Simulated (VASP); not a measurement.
# Ge5Sb (P-43m) in VASP: further runs

Runs on Ge5Sb. Level: PBE. Tasks: single point, relaxation of cell and atoms.

All numbers are computed with VASP 6.6.1; they aren't measurements. Logs are shortened: lines on timing, memory, paths and dates and some standing lists are left out, and cuts for length are marked.

### Step 1. The cell of the first run

It takes space group P-43m (No. 215, cubic). The conventional cell has a = 5.257 Å, b = 5.257 Å, c = 5.257 Å, α = 90.00°, β = 90.00°, γ = 90.00°. Within 2.7 Å of Ge (site symmetry 3m) lie 1 Sb at 2.02 Å and 1 Ge at 2.53 Å. Ge (site symmetry -43m) has 4 Ge at 2.53 Å within 3.3 Å. Sb (site symmetry -43m) has 4 Ge at 2.02 Å within 2.7 Å.

The cell was built from a structure type or drawn by symmetry, and may not be a known phase.

### Step 2. Single point, PBE

INCAR reads:

```
SYSTEM = Ge5Sb
PREC = Accurate
ENCUT = 520
EDIFF = 1E-6
ISMEAR = 0
SIGMA = 0.1
LREAL = .False.
LASPH = .True.
NELM = 60
ALGO = Normal
ISIF = 2
LWAVE = .False.
LCHARG = .False.
GGA = PE
NBANDS = 46
```

KPOINTS reads:

```
Automatic mesh
0
Gamma
  4 4 4
  0 0 0
```

POSCAR reads:

```
Ge5Sb
1.0
    5.2572389400      0.0000000000      0.0000000000
    0.0000000000      5.2572389400      0.0000000000
    0.0000000000      0.0000000000      5.2572389400
Ge Sb
5 1
Direct
    0.7778722100      0.7778722100      0.7778722100
    0.2221277900      0.2221277900      0.7778722100
    0.2221277900      0.7778722100      0.2221277900
    0.7778722100      0.2221277900      0.2221277900
    0.5000000000      0.5000000000      0.5000000000
    0.0000000000      0.0000000000      0.0000000000
```

Potentials or basis: VASP PAW PBE potentials, release 64 (Ge_d, Sb).

Launch:

```sh
$ cat potpaw_PBE.64/Ge_d/POTCAR potpaw_PBE.64/Sb/POTCAR > POTCAR
$ mpirun -np 1 vasp_std > vasp.out
```

OUTCAR:

```text
SYSTEM = Ge5Sb
   PREC = Accurate
   ENCUT = 520
   EDIFF = 1E-6
   ISMEAR = 0
   LREAL = .False.
   LASPH = .True.
   NELM = 60
   ISIF = 2
   GGA = PE

 ion  position               nearest neighbor table
   1  0.778  0.778  0.778-   6 2.02   5 2.53
   2  0.222  0.222  0.778-   6 2.02   5 2.53
   3  0.222  0.778  0.222-   6 2.02   5 2.53
   4  0.778  0.222  0.222-   6 2.02   5 2.53
   5  0.500  0.500  0.500-   1 2.53   2 2.53   3 2.53   4 2.53
   6  0.000  0.000  0.000-   1 2.02   2 2.02   3 2.02   4 2.02

  LATTYP: Found a simple cubic cell.
 ALAT       =     5.2572389400

  Lattice vectors:

 A1 = (   5.2572389400,   0.0000000000,   0.0000000000)
 A2 = (   0.0000000000,   5.2572389400,   0.0000000000)
 A3 = (   0.0000000000,   0.0000000000,   5.2572389400)

Analysis of symmetry for initial positions (statically):
=====================================================================
 Subroutine PRICEL returns:
 Original cell was already a primitive cell.

 Routine SETGRP: Setting up the symmetry group for a
 simple cubic supercell.

 Subroutine GETGRP returns: Found 24 space group operations
 (whereof 24 operations were pure point group operations)
 out of a pool of 48 trial point group operations.

The static configuration has the point symmetry T_d .

Analysis of symmetry for dynamics (positions and initial velocities):
=====================================================================
 Subroutine PRICEL returns:
 Original cell was already a primitive cell.

 Routine SETGRP: Setting up the symmetry group for a
 simple cubic supercell.

 Subroutine GETGRP returns: Found 24 space group operations
 (whereof 24 operations were pure point group operations)
 out of a pool of 48 trial point group operations.

The dynamic configuration has the point symmetry T_d .

 Subroutine INISYM returns: Found 24 space group operations
 (whereof 24 operations are pure point group operations),
 and found     1 'primitive' translations

----------------------------------------------------------------------------------------

                                     Primitive cell

  volume of cell :     145.3025

  direct lattice vectors                    reciprocal lattice vectors
     5.257238940  0.000000000  0.000000000     0.190213915  0.000000000  0.000000000
     0.000000000  5.257238940  0.000000000     0.000000000  0.190213915  0.000000000
     0.000000000  0.000000000  5.257238940     0.000000000  0.000000000  0.190213915

  length of vectors
     5.257238940  5.257238940  5.257238940     0.190213915  0.190213915  0.190213915

  position of ions in fractional coordinates (direct lattice)
     0.777872210  0.777872210  0.777872210
     0.222127790  0.222127790  0.777872210
     0.222127790  0.777872210  0.222127790
     0.777872210  0.222127790  0.222127790
     0.500000000  0.500000000  0.500000000
     0.000000000  0.000000000  0.000000000

  ion indices of the primitive-cell ions
   primitive index   ion index
                 1           1
                 2           2
                 3           3
                 4           4
                 5           5
                 6           6

----------------------------------------------------------------------------------------

 KPOINTS: Automatic mesh

Automatic generation of k-mesh.
 Grid dimensions read from file:
 generate k-points for:    4    4    4

 Generating k-lattice:

  Cartesian coordinates                     Fractional coordinates (reciprocal lattice)
     0.047553479  0.000000000  0.000000000     0.250000000  0.000000000  0.000000000
     0.000000000  0.047553479  0.000000000     0.000000000  0.250000000  0.000000000
     0.000000000  0.000000000  0.047553479     0.000000000  0.000000000  0.250000000

  Length of vectors
     0.047553479  0.047553479  0.047553479

  Shift w.r.t. Gamma in fractional coordinates (k-lattice)
     0.000000000  0.000000000  0.000000000

 Subroutine IBZKPT returns following result:
 ===========================================

 Found     10 irreducible k-points:

 Following reciprocal coordinates:
            Coordinates               Weight
  0.000000  0.000000  0.000000      1.000000
  0.250000  0.000000  0.000000      6.000000
  0.500000  0.000000  0.000000      3.000000
  0.250000  0.250000  0.000000     12.000000
  0.500000  0.250000  0.000000     12.000000
  0.500000  0.500000  0.000000      3.000000
  0.250000  0.250000  0.250000      8.000000
  0.500000  0.250000  0.250000     12.000000
  0.500000  0.500000  0.250000      6.000000
  0.500000  0.500000  0.500000      1.000000
   k-points           NKPTS =     10   k-points in BZ     NKDIM =     10   number of bands    NBANDS=     46
   number of dos      NEDOS =    301   number of ions     NIONS =      6
   total plane-waves  NPLWV =  64000
   dimension x,y,z NGX =    40 NGY =   40 NGZ =   40
   dimension x,y,z NGXF=    80 NGYF=   80 NGZF=   80
   ions per type =               5   1
   NGX,Y,Z   is equivalent  to a cutoff of  12.65, 12.65, 12.65 a.u.
   NGXF,Y,Z  is equivalent  to a cutoff of  25.30, 25.30, 25.30 a.u.
 SYSTEM =  Ge5Sb
   PREC   = accura    normal or accurate (medium, high low for compatibility)
   ISTART =      0    job   : 0-new  1-cont  2-samecut
   ICHARG =      2    charge: 1-file 2-atom 10-const
   ISPIN  =      1    spin polarized calculation?
   LNONCOLLINEAR =      F non collinear calculations
   LSORBIT =      F    spin-orbit coupling
   LASPH  =      T    aspherical Exc in radial PAW
   ENCUT  =  520.0 eV  38.22 Ry    6.18 a.u.   9.77  9.77  9.77*2*pi/ulx,y,z
   NELM   =     60;   NELMIN=  2; NELMDL= -5     # of ELM steps
   EDIFF  = 0.1E-05   stopping-criterion for ELM
   LREAL  =      F    real-space projection
   EDIFFG = 0.1E-04   stopping-criterion for IOM
   NSW    =      0    number of steps for IOM
   IBRION =     -1    ionic relax: 0-MD 1-quasi-New 2-CG
   NFREE  =      0    steps in history (QN), initial steepest desc. (CG)
   ISIF   =      2    stress and relaxation
   ISYM   =      2    0-nonsym 1-usesym 2-fastsym
   POTIM  = 0.5000    time-step for ionic-motion
   TEBEG  =    0.0;   TEEND  =   0.0 temperature during run
   PSTRESS=    0.0 pullay stress
   NELECT =      75.0000    total number of electrons
   NUPDOWN=      -1.0000    fix difference up-down
   EMIN   =  10.00;   EMAX   =-10.00  energy-range for DOS
   EFERMI =   0.00;   METHOD = LEGACY
   ISMEAR =     0;   SIGMA  =   0.10  broadening in eV -4-tet -1-fermi 0-gaus
   EFERMI_NEDOS =   21; number of points for ismear=-14 and -15
   IALGO  =     38    algorithm
   IMIX   =      4    mixing-type and parameters
     AMIX     =   0.40;   BMIX     =  1.00
     AMIX_MAG =   1.60;   BMIX_MAG =  1.00
  volume/ion in A,a.u.               =      24.22       163.42
  Fermi-wavevector in a.u.,A,eV,Ry     =   1.313220  2.481626 23.463888  1.724547
  Thomas-Fermi vector in A             =   2.443558
   LORBIT       =      0    0 simple, 1 ext, 2 COOP (PROOUT), +10 PAW based schemes
   GGA     = PE    functional components
   LHFCALC =     F    Hartree Fock is set to
   AEXX    =    0.0000 exact exchange contribution
   IVDW    =     0    specifies the selected vdW correction
   LEPSILON=     F    determine dielectric tensor
   LRPA    =     F    only Hartree local field effects (RPA)
 non-spin polarized calculation
 Gauss-broadening in eV      SIGMA  =   0.10
  energy-cutoff  :      520.00
  volume of cell :      145.30
 maximum number of plane-waves:      3948
 NGX is ok and might be reduce to    40
   NGX = 19   NGY = 19   NGZ = 19

 number of electron      75.0000028 magnetization

 Free energy of the ion-electron system (eV)
  ---------------------------------------------------
  ext. energy  EPLUGINS =         0.00000000
  ---------------------------------------------------
  free energy    TOTEN  =        -8.28533618 eV

  energy without entropy =       -8.23832266  energy(sigma->0) =       -8.26182942

 E-fermi :   5.2338     XC(G=0):  -9.8016

 val. band max:        5.1305924644   @ k =   0.2500   0.2500   0.0000
 cond. band min:       5.2481805097   @ k =   0.2500   0.0000   0.0000
 fundamental gap:      0.1175880453
 Fermi energy:         5.2337505804

 k-point     1 :       0.0000    0.0000    0.0000
  band No.  band energies     occupation
      1     -20.4440      2.00000
      2     -20.2812      2.00000
      3     -20.2812      2.00000
      4     -20.2812      2.00000
      5     -20.1319      2.00000
      6     -20.1319      2.00000
[... 38 lines left out ...]
     45       8.3105      0.00000
     46      10.0153      0.00000

 k-point     2 :       0.2500    0.0000    0.0000
  band No.  band energies     occupation
      1     -20.4495      2.00000
      2     -20.2830      2.00000
      3     -20.2830      2.00000
      4     -20.2746      2.00000
      5     -20.1318      2.00000
      6     -20.1278      2.00000
[... 38 lines left out ...]
     45       8.7354      0.00000
     46      10.2380      0.00000

 k-point     3 :       0.5000    0.0000    0.0000
  band No.  band energies     occupation
      1     -20.4546      2.00000
      2     -20.2846      2.00000
      3     -20.2846      2.00000
      4     -20.2685      2.00000
      5     -20.1309      2.00000
      6     -20.1229      2.00000
[... 38 lines left out ...]
     45      10.3254      0.00000
     46      10.3835      0.00000

 k-point     4 :       0.2500    0.2500    0.0000
  band No.  band energies     occupation
      1     -20.4519      2.00000
      2     -20.2845      2.00000
      3     -20.2835      2.00000
      4     -20.2712      2.00000
      5     -20.1302      2.00000
      6     -20.1300      2.00000
[... 234 lines left out ...]
     45       9.4542      0.00000
     46      11.1037      0.00000

 k-point     9 :       0.5000    0.5000    0.2500
  band No.  band energies     occupation
      1     -20.4479      2.00000
      2     -20.2840      2.00000
      3     -20.2840      2.00000
      4     -20.2742      2.00000
      5     -20.1318      2.00000
      6     -20.1266      2.00000
[... 38 lines left out ...]
     45       8.5599      0.00000
     46      11.3505      0.00000

 k-point    10 :       0.5000    0.5000    0.5000
  band No.  band energies     occupation
      1     -20.4415      2.00000
      2     -20.2823      2.00000
      3     -20.2823      2.00000
      4     -20.2823      2.00000
      5     -20.1304      2.00000
      6     -20.1304      2.00000
[... 38 lines left out ...]
     45       7.6680      0.00000
     46      11.3926      0.00000

------------------------ aborting loop because EDIFF is reached ----------------------------------------

  FORCE on cell =-STRESS in cart. coord.  units (eV):
  Direction    XX          YY          ZZ          XY          YZ          ZX
  --------------------------------------------------------------------------------------
  -------------------------------------------------------------------------------------
  Total       37.4855524     37.4855524     37.4855524     -0.0000000     -0.0000000      0.0000000
  in kB      413.3342081    413.3342081    413.3342081     -0.0000000     -0.0000000      0.0000000
  external PRESSURE =     413.3342081 kB  Pullay stress =       0.0000000 kB

 VOLUME and BASIS-vectors are now :
 -----------------------------------------------------------------------------
  energy-cutoff  :      520.00
  volume of cell :      145.30
      direct lattice vectors                 reciprocal lattice vectors
     5.257238940  0.000000000  0.000000000     0.190213915  0.000000000  0.000000000
     0.000000000  5.257238940  0.000000000     0.000000000  0.190213915  0.000000000
     0.000000000  0.000000000  5.257238940     0.000000000  0.000000000  0.190213915

 POSITION                                       TOTAL-FORCE (eV/Angst)
 -----------------------------------------------------------------------------------
      4.08946      4.08946      4.08946        -8.684358     -8.684358     -8.684358
      1.16778      1.16778      4.08946         8.684358      8.684358     -8.684358
      1.16778      4.08946      1.16778         8.684358     -8.684358      8.684358
      4.08946      1.16778      1.16778        -8.684358      8.684358      8.684358
      2.62862      2.62862      2.62862        -0.000000     -0.000000      0.000000
      0.00000      0.00000      0.00000        -0.000000     -0.000000      0.000000
 -----------------------------------------------------------------------------------
    total drift:                               -0.000001     -0.000001     -0.000000

  FREE ENERGIE OF THE ION-ELECTRON SYSTEM (eV)
  ---------------------------------------------------
  free  energy   TOTEN  =        -8.2853361836 eV

  energy  without entropy=       -8.2383226574  energy(sigma->0) =       -8.26182942
```

It took 42 s on 1 thread of AMD EPYC 9R45 (Zen 5), shared host; peak memory 0.22 GiB.

Results:

* Free energy: -8.2853 eV
* Pressure: 41.3 GPa
* Largest force: 15.042 eV/Å
* Band gap on the k mesh: zero (an odd number of electrons rules out a gap without spin polarisation)

Forces on the atoms (eV/Å):
```
Ge  -8.684 -8.684 -8.684
Ge   8.684  8.684 -8.684
Ge   8.684 -8.684  8.684
Ge  -8.684  8.684  8.684
Ge   0.000  0.000  0.000
Sb   0.000  0.000  0.000
```

Caveat: the cell stands under pressure; spin-orbit coupling is left out, which moves the levels of the heavy elements; forces of over 1 eV/Å act on the atoms, so gaps and moduli don't describe the material at rest.

[end of part 1 of 2]
